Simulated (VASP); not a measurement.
WSe2: single point with PBE

**Experimental background.**

From “Time-resolved XUV ARPES with tunable 24–33 eV laser pulses at 30 meV resolution”, 2019, pmc:6684652, for a bulk crystal of WSe2: band gap 1.3 eV (indirect).

Crystal: WSe2.

```
CELL_PARAMETERS angstrom
3.31816 0.00000 0.00000
-1.65908 2.87361 0.00000
0.00000 0.00000 14.68072
ATOMIC_POSITIONS crystal
W 0.33333 0.66667 0.25000
W 0.66667 0.33333 0.75000
Se 0.33333 0.66667 0.63565
Se 0.66667 0.33333 0.13565
Se 0.33333 0.66667 0.86435
Se 0.66667 0.33333 0.36435
```

```
Program             : VASP 6.6.1
Task                : single point
Functional          : PBE
Potentials or basis : VASP PAW PBE potentials, release 64 (W_sv, Se)
Cutoff              : 520 eV
k mesh              : 10 × 10 × 2
Occupations         : gaussian, width 0.05 eV
Spin                : collinear spin
Starting moments    : [0.05, 0.05, 0.0, 0.0, 0.0, 0.0] μB
```

- Pressure: 0.4 GPa
- Largest force: 0.048 eV/Å
- Band gap on the k mesh: 1.51 eV (least direct gap 1.81 eV)
- Net moment: 0.00 μB per cell
- Valence electrons inside the program's atomic spheres: W 11.93; Se 3.89

Forces on the atoms (eV/Å):
```
W    0.000  0.000  0.000
W    0.000  0.000  0.000
Se   0.000  0.000 -0.048
Se   0.000  0.000 -0.048
Se   0.000  0.000  0.048
Se   0.000  0.000  0.048
```

Levels at points of the mesh, in eV from the valence-band top:
Spin up:
| k point | band 23 | band 24 | band 25 | band 26 | band 27 | band 28 | band 29 | band 30 |
| --- | --- | --- | --- | --- | --- | --- | --- | --- |
| (0.00, 0.00, 0.00) | -1.21 | -1.21 | -0.58 | 0.00 | 2.91 | 2.91 | 2.92 | 2.92 |
| (0.50, 0.00, 0.00) | -0.99 | -0.96 | -0.95 | -0.91 | 2.36 | 2.37 | 2.66 | 2.79 |
| (0.00, 0.00, 0.50) | -1.22 | -1.22 | -0.20 | -0.20 | 2.91 | 2.91 | 2.91 | 2.91 |
| (0.50, 0.00, 0.50) | -0.97 | -0.97 | -0.93 | -0.93 | 2.37 | 2.37 | 2.73 | 2.73 |
Spin down:
| k point | band 23 | band 24 | band 25 | band 26 | band 27 | band 28 | band 29 | band 30 |
| --- | --- | --- | --- | --- | --- | --- | --- | --- |
| (0.00, 0.00, 0.00) | -1.21 | -1.21 | -0.58 | 0.00 | 2.91 | 2.91 | 2.92 | 2.92 |
| (0.50, 0.00, 0.00) | -0.99 | -0.96 | -0.95 | -0.91 | 2.36 | 2.37 | 2.66 | 2.79 |
| (0.00, 0.00, 0.50) | -1.22 | -1.22 | -0.20 | -0.20 | 2.91 | 2.91 | 2.91 | 2.91 |
| (0.50, 0.00, 0.50) | -0.97 | -0.97 | -0.93 | -0.93 | 2.37 | 2.37 | 2.73 | 2.73 |

It took 9 min on 1 thread of Oxide Virtual Turin-like Processor, with other jobs on the host, peak memory 0.44 GiB.

Measured gap of WSe2: 1.3 eV (indirect; “Time-resolved XUV ARPES with tunable 24–33 eV laser pulses at 30 meV resolution”, 2019, pmc:6684652). This calculation gives 1.51 eV (+0.21 eV). Spin-orbit coupling on Se, W is left out. The value is that of PBE on a finite k mesh, which can miss the band edges, without temperature or zero-point motion.

Caveat: spin-orbit coupling is left out, which moves the levels of the heavy elements; this functional lacks dispersion, which binds layers or chains, so the pressure and a relaxed spacing across them are unreliable.
